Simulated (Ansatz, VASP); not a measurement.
**CuI: VASP beside Ansatz**

```
Cu I
1.0
     0.00000    2.89155    3.17042
     2.89155    0.00000    3.17042
     2.89155    2.89155    0.00000
Cu I
1 1
Direct
  0.00000 0.00000 0.00000
  0.25000 0.25000 0.25000
```

Change from the starting cell: epitaxial_xy strain -4.0%.

Alike in both runs: task single point; functional r2SCAN; k mesh 8 × 8 × 8; no spin polarisation.

```csv
,VASP,Ansatz
version,VASP 6.6.1,Ansatz 0.2.0
potentials or method,"VASP PAW PBE potentials, release 64 (Cu, I)","plane waves, PAW"
plane-wave cutoff (eV),520,500
occupations,"gaussian, width 0.01 eV",fixed
valence electrons in the cell,18,36
```

```csv
,VASP,Ansatz,Ansatz less VASP
gap on the k mesh at the Fermi level (eV),1.70,1.69,-0.006
pressure (GPa),1.3,1.3,+0.04
"traceless stress, the component that is largest in VASP (GPa)",-1.29,-1.29,+0.001
```

VASP's potentials were made for PBE, not for r2SCAN. VASP's potentials hold 18 valence electrons a cell and Ansatz's 36, so a difference there can come from the potentials and not from the codes.

Spin-orbit coupling is off throughout.
